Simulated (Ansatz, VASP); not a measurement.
## One calculation of Na, two programs

```
Na
1.0
    -1.98410    1.98410    2.73153
     1.98410   -1.98410    2.73153
     1.98410    1.98410   -2.73153
Na
1
Direct
  0.00000 0.00000 0.00000
```

Alike in both runs: task single point; functional PBEsol; k mesh 14 × 14 × 14; occupations gaussian, width 0.1 eV; no spin polarisation.

|  | VASP | Ansatz |
| --- | --- | --- |
| version | VASP 6.6.1 | Ansatz 0.2.0 |
| potentials or method | VASP PAW PBE potentials, release 64 (Na_pv), cutoff 520 eV | scalar-relativistic, plane waves, PAW |
| valence electrons in the cell | 7 | 9 |

```tsv
	VASP	Ansatz	Ansatz less VASP
gap on the k mesh at the Fermi level (eV)	none	none	-
pressure (GPa)	-1.0	-1.0	0.00
```

VASP's potentials were made for PBE, not for PBEsol. A gap of «none» marks a metal or a gap that the smearing closes. VASP's potentials hold 7 valence electrons a cell and Ansatz's 9, so a difference there can come from the potentials and not from the codes.
